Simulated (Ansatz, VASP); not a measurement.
## Pd: VASP beside Ansatz

INCAR

```
SYSTEM = Pd
ALGO = Fast
EDIFF = 1E-7
EDIFFG = -0.01
ENCUT = 600
GGA = PS
IBRION = 2
ISIF = 3
ISMEAR = 0
LASPH = .True.
LCHARG = .False.
LREAL = .False.
LWAVE = .False.
NELM = 60
NSW = 100
PREC = Accurate
SIGMA = 0.1
```

File KPOINTS:

```
k-points
0
Gamma
  24 24 22
  0 0 0
```

POSCAR

```
Pd
1.0
    2.6468131506      0.0000000000      0.0000000000
   -1.3234065753      2.2922074275      0.0000000000
    0.0000000000      0.0000000000      2.5977068162
Pd
1
Direct
    0.0000000000      0.0000000000      0.0000000000
```

Input for Ansatz:

```yaml
crystal:
  lattice:
    - [2.6468131506, 0.0, 0.0]
    - [-1.3234065753, 2.2922074275, 0.0]
    - [0.0, 0.0, 2.5977068162]
  atoms:
    - { symbol: Pd, position: [0.0, 0.0, 0.0] }
basis:
  ecutwfc: 420
kpoints:
  mp_grid: { grid: [24, 24, 22] }
hamiltonian:
  xc: pbesol
scf:
  occupations: { method: gaussian, width: 0.1 }
output:
  forces: true
  stress: true
  eigenvalues: true
relax:
  adjacent_minimum: "off"
  f_tol: 0.01
  max_steps: 80
  cell: { stress_tol: 0.05 }
```

Alike in both runs: task relaxation of cell and atoms; functional PBEsol; k mesh 24 × 24 × 22; occupations gaussian, width 0.1 eV; no spin polarisation.

```csv
,VASP,Ansatz
version,VASP 6.6.1,Ansatz 0.2.0
potentials or method,"VASP PAW PBE potentials, release 64 (Pd), cutoff 600 eV","scalar-relativistic, plane waves, PAW"
valence electrons in the cell,10,18
```

```tsv
	VASP	Ansatz	Ansatz less VASP
gap on the k mesh at the Fermi level, each at its own relaxed structure (eV)	none	none	-
relaxed volume (Å³/atom)	15.70	15.74	+0.038
relaxed length of the cell vector where the two differ most in proportion (Å)	2.595	2.598	+0.0026
```

VASP's potentials were made for PBE, not for PBEsol. A gap of «none» marks a metal or a gap that the smearing closes. VASP's potentials hold 10 valence electrons a cell and Ansatz's 18, so a difference there can come from the potentials and not from the codes.
